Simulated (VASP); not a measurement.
# N2 in VASP: a series of runs

N2 is run at these levels: LDA; tasks: single point, relaxation of the atoms.

All numbers are computed with VASP 6.6.1; they aren't measurements. Logs are shortened: lines on timing, memory, paths and dates and some standing lists are left out, and cuts for length are marked.

## 1. The cell of the first run

The cell holds a molecule in a box, 2 atoms: a = 9.000 Å, b = 9.500 Å, c = 10.000 Å, α = 90.00°, β = 90.00°, γ = 90.00°.

## 2. Single point, LDA

INCAR reads:

```
SYSTEM = N
PREC = Accurate
ENCUT = 520
EDIFF = 1E-6
ISMEAR = -1
SIGMA = 0.05
LREAL = .False.
LASPH = .True.
NELM = 80
ALGO = Normal
ISIF = 2
LWAVE = .False.
LCHARG = .False.
NBANDS = 12
```

KPOINTS reads:

```
regular mesh
0
Gamma
  1 1 1
  0 0 0
```

POSCAR reads:

```
N
1.0
    9.0000000000      0.0000000000      0.0000000000
    0.0000000000      9.5000000000      0.0000000000
    0.0000000000      0.0000000000     10.0000000000
N
2
Direct
    0.5000000000      0.5000000000      0.4453380353
    0.5000000000      0.5000000000      0.5546619647
```

Potentials or basis: VASP PAW LDA potentials, release 64 (N).

Command:

```
$ cat potpaw_LDA.64/N/POTCAR > POTCAR
$ mpirun -np 1 vasp_gam > vasp.out
```

OUTCAR:

```text
SYSTEM = N
   PREC = Accurate
   ENCUT = 520
   EDIFF = 1E-6
   ISMEAR = -1
   LREAL = .False.
   LASPH = .True.
   NELM = 80
   ISIF = 2

 ion  position               nearest neighbor table
   1  0.500  0.500  0.445-   2 1.09
   2  0.500  0.500  0.555-   1 1.09

  LATTYP: Found a simple orthorhombic cell.
 ALAT       =     9.0000000000
 B/A-ratio  =     1.0555555556
 C/A-ratio  =     1.1111111111

  Lattice vectors:

 A1 = (   9.0000000000,   0.0000000000,   0.0000000000)
 A2 = (   0.0000000000,   9.5000000000,   0.0000000000)
 A3 = (   0.0000000000,   0.0000000000,  10.0000000000)

Analysis of symmetry for initial positions (statically):
=====================================================================
 Subroutine PRICEL returns:
 Original cell was already a primitive cell.

 Routine SETGRP: Setting up the symmetry group for a
 simple orthorhombic supercell.

 Subroutine GETGRP returns: Found  8 space group operations
 (whereof  8 operations were pure point group operations)
 out of a pool of  8 trial point group operations.

The static configuration has the point symmetry D_2h.

Analysis of symmetry for dynamics (positions and initial velocities):
=====================================================================
 Subroutine PRICEL returns:
 Original cell was already a primitive cell.

 Routine SETGRP: Setting up the symmetry group for a
 simple orthorhombic supercell.

 Subroutine GETGRP returns: Found  8 space group operations
 (whereof  8 operations were pure point group operations)
 out of a pool of  8 trial point group operations.

The dynamic configuration has the point symmetry D_2h.

 Subroutine INISYM returns: Found  8 space group operations
 (whereof  8 operations are pure point group operations),
 and found     1 'primitive' translations

----------------------------------------------------------------------------------------

                                     Primitive cell

  volume of cell :     855.0000

  direct lattice vectors                    reciprocal lattice vectors
     9.000000000  0.000000000  0.000000000     0.111111111  0.000000000  0.000000000
     0.000000000  9.500000000  0.000000000     0.000000000  0.105263158  0.000000000
     0.000000000  0.000000000 10.000000000     0.000000000  0.000000000  0.100000000

[... 55 lines left out ...]
   LSORBIT =      F    spin-orbit coupling
   LASPH  =      T    aspherical Exc in radial PAW
   ENCUT  =  520.0 eV  38.22 Ry    6.18 a.u.  16.73 17.66 18.59*2*pi/ulx,y,z
   NELM   =     80;   NELMIN=  2; NELMDL= -5     # of ELM steps
   EDIFF  = 0.1E-05   stopping-criterion for ELM
   LREAL  =      F    real-space projection
   EDIFFG = 0.1E-04   stopping-criterion for IOM
   NSW    =      0    number of steps for IOM
   IBRION =     -1    ionic relax: 0-MD 1-quasi-New 2-CG
   NFREE  =      0    steps in history (QN), initial steepest desc. (CG)
   ISIF   =      2    stress and relaxation
   ISYM   =      2    0-nonsym 1-usesym 2-fastsym
   POTIM  = 0.5000    time-step for ionic-motion
   TEBEG  =    0.0;   TEEND  =   0.0 temperature during run
   PSTRESS=    0.0 pullay stress
   NELECT =      10.0000    total number of electrons
   NUPDOWN=      -1.0000    fix difference up-down
   EMIN   =  10.00;   EMAX   =-10.00  energy-range for DOS
   EFERMI =   0.00;   METHOD = LEGACY
   ISMEAR =    -1;   SIGMA  =   0.05  broadening in eV -4-tet -1-fermi 0-gaus
   EFERMI_NEDOS =   21; number of points for ismear=-14 and -15
   IALGO  =     38    algorithm
   IMIX   =      4    mixing-type and parameters
     AMIX     =   0.40;   BMIX     =  1.00
     AMIX_MAG =   1.60;   BMIX_MAG =  1.00
  volume/ion in A,a.u.               =     427.50      2884.91
  Fermi-wavevector in a.u.,A,eV,Ry     =   0.371609  0.702239  1.878872  0.138093
  Thomas-Fermi vector in A             =   1.299861
   LORBIT       =      0    0 simple, 1 ext, 2 COOP (PROOUT), +10 PAW based schemes
   GGA     = CA    functional components
   LHFCALC =     F    Hartree Fock is set to
   AEXX    =    0.0000 exact exchange contribution
   IVDW    =     0    specifies the selected vdW correction
   LEPSILON=     F    determine dielectric tensor
   LRPA    =     F    only Hartree local field effects (RPA)
 non-spin polarized calculation
  energy-cutoff  :      520.00
  volume of cell :      855.00
 maximum number of plane-waves:     11510
 NGX is ok and might be reduce to    70
   NGX = 33   NGY = 35   NGZ = 37

 number of electron      10.0000000 magnetization

 Free energy of the ion-electron system (eV)
  ---------------------------------------------------
  ext. energy  EPLUGINS =         0.00000000
  ---------------------------------------------------
  free energy    TOTEN  =       -17.48254638 eV

  energy without entropy =      -17.48254638  energy(sigma->0) =      -17.48254638

 E-fermi :  -8.9408     XC(G=0):  -0.6589

 val. band max:      -10.1964664163   @ k =   0.0000   0.0000   0.0000
 cond. band min:      -1.9888253249   @ k =   0.0000   0.0000   0.0000
 fundamental gap:      8.2076410914
 Fermi energy:        -8.9407707357

 k-point     1 :       0.0000    0.0000    0.0000
  band No.  band energies     occupation
      1     -28.3417      2.00000
      2     -13.1775      2.00000
      3     -11.7875      2.00000
      4     -11.7875      2.00000
      5     -10.1965      2.00000
      6      -1.9888      0.00000
      7      -1.9884      0.00000
      8      -0.1423      0.00000
      9       1.2614      0.00000
     10       1.3194      0.00000
     11       1.3224      0.00000
     12       1.4905      0.00000

------------------------ aborting loop because EDIFF is reached ----------------------------------------

  FORCE on cell =-STRESS in cart. coord.  units (eV):
  Direction    XX          YY          ZZ          XY          YZ          ZX
  --------------------------------------------------------------------------------------
  -------------------------------------------------------------------------------------
  Total       -0.0365250     -0.0354745      1.6477639     -0.0000000      0.0000000      0.0000000
  in kB       -0.0684438     -0.0664754      3.0877310     -0.0000000      0.0000000      0.0000000
  external PRESSURE =       0.9842706 kB  Pullay stress =       0.0000000 kB

 VOLUME and BASIS-vectors are now :
 -----------------------------------------------------------------------------
  energy-cutoff  :      520.00
  volume of cell :      855.00
      direct lattice vectors                 reciprocal lattice vectors
     9.000000000  0.000000000  0.000000000     0.111111111  0.000000000  0.000000000
     0.000000000  9.500000000  0.000000000     0.000000000  0.105263158  0.000000000
     0.000000000  0.000000000 10.000000000     0.000000000  0.000000000  0.100000000

 POSITION                                       TOTAL-FORCE (eV/Angst)
 -----------------------------------------------------------------------------------
      4.50000      4.75000      4.45338         0.000000      0.000000     -1.535880
      4.50000      4.75000      5.54662         0.000000      0.000000      1.535880
 -----------------------------------------------------------------------------------
    total drift:                                0.000000      0.000000      0.000000

  FREE ENERGIE OF THE ION-ELECTRON SYSTEM (eV)
  ---------------------------------------------------
  free  energy   TOTEN  =       -17.4825463765 eV

  energy  without entropy=      -17.4825463764  energy(sigma->0) =      -17.48254638
```

OSZICAR:

```text
N       E                     dE             d eps       ncg     rms          rms(c)
DAV:   1     0.117667239353E+03    0.11767E+03   -0.21691E+03    24   0.440E+02
DAV:   2     0.262562157149E+02   -0.91411E+02   -0.90557E+02    44   0.689E+01
DAV:   3    -0.152546866169E+02   -0.41511E+02   -0.41385E+02    32   0.804E+01
DAV:   4    -0.185091228821E+02   -0.32544E+01   -0.32530E+01    32   0.306E+01
DAV:   5    -0.185286145555E+02   -0.19492E-01   -0.19492E-01    32   0.253E+00    0.808E+00
DAV:   6    -0.176858684610E+02    0.84275E+00   -0.11861E+00    24   0.708E+00    0.452E+00
DAV:   7    -0.174852813837E+02    0.20059E+00   -0.74224E-01    32   0.552E+00    0.119E+00
DAV:   8    -0.174776684302E+02    0.76130E-02   -0.44909E-02    24   0.137E+00    0.187E-01
DAV:   9    -0.174779475330E+02   -0.27910E-03   -0.12019E-03    32   0.233E-01    0.116E-01
DAV:  10    -0.174799847578E+02   -0.20372E-02   -0.41675E-04    24   0.831E-02    0.508E-02
DAV:  11    -0.174804510831E+02   -0.46633E-03   -0.12023E-04    24   0.600E-02    0.255E-02
DAV:  12    -0.174820364591E+02   -0.15854E-02   -0.23974E-04    32   0.675E-02    0.292E-02
DAV:  13    -0.174821503509E+02   -0.11389E-03   -0.19716E-05    24   0.256E-02    0.525E-03
DAV:  14    -0.174824778478E+02   -0.32750E-03   -0.21981E-05    24   0.192E-02    0.685E-03
DAV:  15    -0.174825221051E+02   -0.44257E-04   -0.13372E-06    28   0.516E-03    0.459E-03
DAV:  16    -0.174825444294E+02   -0.22324E-04   -0.12387E-06    32   0.530E-03    0.209E-03
DAV:  17    -0.174825461861E+02   -0.17566E-05   -0.14869E-07    28   0.209E-03    0.950E-04
DAV:  18    -0.174825463765E+02   -0.19042E-06   -0.18780E-08    32   0.695E-04
   1 F= -.17482546E+02 E0= -.17482546E+02  d E =-.323623E-10
```

It took 11 s on 1 thread of AMD EPYC 9R45 (Zen 5), shared host; peak memory 0.45 GiB.

Results:

* Free energy: -17.4825 eV
* Largest force: 1.536 eV/Å
* Gap between the frontier levels: 8.21 eV

Forces on the atoms (eV/Å):
```
N    0.000  0.000 -1.536
N    0.000  0.000  1.536
```

Levels at points of the mesh, in eV from the valence-band top:
| k point | band 3 | band 4 | band 5 | band 6 | band 7 | band 8 |
| --- | --- | --- | --- | --- | --- | --- |
| (0.00, 0.00, 0.00) | -1.59 | -1.59 | 0.00 | 8.21 | 8.21 | 10.05 |

Caveat: the standard files for N, O and F lose accuracy on very short bonds.

## 3. Relaxation of the atoms, LDA

INCAR reads:

```
PREC = Accurate
ENCUT = 520
EDIFF = 1E-6
ISMEAR = -1
SIGMA = 0.05
LREAL = False
LASPH = True
NELM = 100
ALGO = Normal
ISIF = 2
LWAVE = False
LCHARG = False
IBRION = 2
NSW = 60
EDIFFG = -0.02
```

KPOINTS reads:

```
regular mesh
0
Gamma
  1 1 1
```

POSCAR reads:

```
N
1.0
    9.0000000000      0.0000000000      0.0000000000
    0.0000000000      9.5000000000      0.0000000000
    0.0000000000      0.0000000000     10.0000000000
N
2
Direct
    0.5000000000      0.5000000000      0.4445000000
    0.5000000000      0.5000000000      0.5555000000
```

Potentials or basis: VASP PAW LDA potentials, release 64 (N).

Command:

```
$ cat potpaw_LDA.64/N/POTCAR > POTCAR
$ mpirun -np 1 vasp_gam > vasp.out
```

It took 28 s on 1 thread of AMD EPYC 9R45 (Zen 5), shared host; peak memory 0.49 GiB.

It converged, with:

```yaml
Free_energy: -17.4899 eV
Energy_gained_by_relaxing: 1.9 meV/atom
Ionic_steps: 4
Gap_between_the_frontier_levels: 8.09 eV
```

Forces on the atoms (eV/Å):
```
N    0.000  0.000 -0.003
N    0.000  0.000  0.003
```

Step by step:
| step | energy change (eV) | largest force (eV/Å) | pressure (GPa) |
| --- | --- | --- | --- |
| 1 | 0.0000 | 1.0583 | -0.08 |
| 2 | 0.8862 | 21.1637 | 1.32 |
| 3 | -0.0038 | 0.0479 | 0.00 |
| 4 | -0.0038 | 0.0025 | -0.01 |

Final structure:
```cif
data_structure
_symmetry_space_group_name_H-M 'P 1'
_symmetry_Int_Tables_number 1
_cell_length_a 9.0000
_cell_length_b 9.5000
_cell_length_c 10.0000
_cell_angle_alpha 90.000
_cell_angle_beta 90.000
_cell_angle_gamma 90.000
_cell_volume 855.00
loop_
_atom_site_label
_atom_site_type_symbol
_atom_site_fract_x
_atom_site_fract_y
_atom_site_fract_z
_atom_site_occupancy
N1 N 0.50000 0.50000 0.44485 1
N2 N 0.50000 0.50000 0.55515 1
```

Levels at points of the mesh, in eV from the valence-band top:
```tsv
k point	band 1	band 2	band 3	band 4	band 5	band 6	band 7	band 8	band 9
(0.00, 0.00, 0.00)	-18.00	-3.06	-1.52	-1.52	0.00	8.09	8.09	10.04	11.44
```

Caveat: the standard files for N, O and F lose accuracy on very short bonds.

## 4. Single point, LDA

INCAR reads:

```
SYSTEM = N
PREC = Accurate
ENCUT = 910
EDIFF = 1E-6
ISMEAR = -1
SIGMA = 0.05
LREAL = .False.
LASPH = .True.
NELM = 120
ALGO = Normal
ISIF = 2
LWAVE = .False.
LCHARG = .False.
NBANDS = 12
GGA_COMPAT = .False.
NELMDL = -8
```

KPOINTS reads:

```
regular mesh
0
Gamma
  1 1 1
  0 0 0
```

POSCAR reads:

```
N
1.0
    9.0000000000      0.0000000000      0.0000000000
    0.0000000000      9.5000000000      0.0000000000
    0.0000000000      0.0000000000     10.0000000000
N
2
Direct
    0.5000000000      0.5000000000      0.4453380353
    0.5000000000      0.5000000000      0.5546619647
```

Potentials or basis: VASP PAW LDA potentials, release 64 (N_h).

Command:

```
$ cat potpaw_LDA.64/N_h/POTCAR > POTCAR
$ mpirun -np 1 vasp_gam > vasp.out
```

Wall time 69 s (1 thread of Intel Xeon Platinum 8488C (Sapphire Rapids), shared host); peak memory 0.81 GiB.

It converged, with:

| Quantity | Value |
| --- | --- |
| Free energy | -17.6295 eV |
| Largest force | 0.313 eV/Å |
| Gap between the frontier levels | 8.25 eV |

Forces on the atoms (eV/Å):
```
N    0.000  0.000 -0.313
N    0.000  0.000  0.313
```

Levels at points of the mesh, in eV from the valence-band top:
```tsv
k point	band 3	band 4	band 5	band 6	band 7	band 8
(0.00, 0.00, 0.00)	-1.52	-1.52	0.00	8.25	8.25	10.07
```

Caveat: the cutoff is under 1.25 times the usual one of these potentials, so pressure, stress and relaxed cells hold a basis-set (Pulay) error.

## 5. Overview

| task | potentials or basis | cell | cutoff (eV) | second run | gap on the mesh (eV) | largest force (eV/Å) |
| --- | --- | --- | --- | --- | --- | --- |
| single point | VASP PAW LDA potentials, release 64 (N) | as given | 520 | - | 8.21 | 1.54 |
| relaxation of the atoms | VASP PAW LDA potentials, release 64 (N) | atoms relaxed | 520 | - | 8.09 | - |
| single point | VASP PAW LDA potentials, release 64 (N_h) | as given | 910 | hard_potentials | 8.25 | 0.31 |

Alike in all rows: level LDA; no spin polarisation; k mesh 1 × 1 × 1; smearing fermi-dirac 0.05 eV.

Caveats: the standard files for N, O and F lose accuracy on very short bonds (some runs); the cutoff is under 1.25 times the usual one of these potentials, so pressure, stress and relaxed cells hold a basis-set (Pulay) error (some runs).

Absolute energies hang on the potentials; compare differences alone.
